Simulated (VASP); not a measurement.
Write the native input for VASP 6.6.1 that does the following.

| Item | Value |
| --- | --- |
| Task | single point |
| Functional | PBEsol |
| Potentials or basis | VASP PAW PBE potentials, release 64 (Mg, H) |
| Cutoff | 600 eV |
| k mesh | 5 × 5 × 5 |
| Occupations | fermi-dirac, width 0.05 eV |
| Spin | no spin polarisation |
| Dipole correction | no |
| Further INCAR settings | ALGO = Normal; EDIFF = 1e-06; NBANDS = 9 |

The structure of MgH2 lies in POSCAR:

```
MgH2
1.0
    0.0000000000      2.3810670000      2.3810670000
    2.3810670000      0.0000000000      2.3810670000
    2.3810670000      2.3810670000      0.0000000000
Mg H
1 2
Direct
   -0.0037760329      0.0032979963      0.0038324509
    0.7690810245      0.7329509514      0.7240889209
    0.3219678790      0.1875266968      0.1835017697
```

The input as run:

INCAR

```
PREC = Accurate ; ENCUT = 600
EDIFF = 1E-6 ; ISMEAR = -1
SIGMA = 0.05 ; LREAL = F
LASPH = T ; NELM = 120
ALGO = Normal ; ISIF = 2
LWAVE = F ; LCHARG = F
GGA = PS ; NBANDS = 9
GGA_COMPAT = F
```

KPOINTS

```
Automatic mesh
0
Gamma
  5 5 5
```

Potentials or basis: VASP PAW PBE potentials, release 64 (Mg, H).

Launch:

```console
$ cat potpaw_PBE.64/Mg/POTCAR potpaw_PBE.64/H/POTCAR > POTCAR
$ mpirun -np 1 vasp_std > vasp.out
```

It gave:

| Property | Result |
| --- | --- |
| Pressure | 0.6 GPa |
| Largest force | 0.792 eV/Å |
| Band gap on the k mesh | zero (band 2 reaches 3.96 eV, above the bottom of band 3 at 2.87 eV) |

Caveat: the k points lie up to 0.46 Å⁻¹ apart; the PAW data sets were made with another functional, which shifts forces and pressure a little.

It took 8 s on 1 thread of Intel(R) Xeon(R) 6975P-C (Granite Rapids) (shared host), peak memory 0.16 GiB.
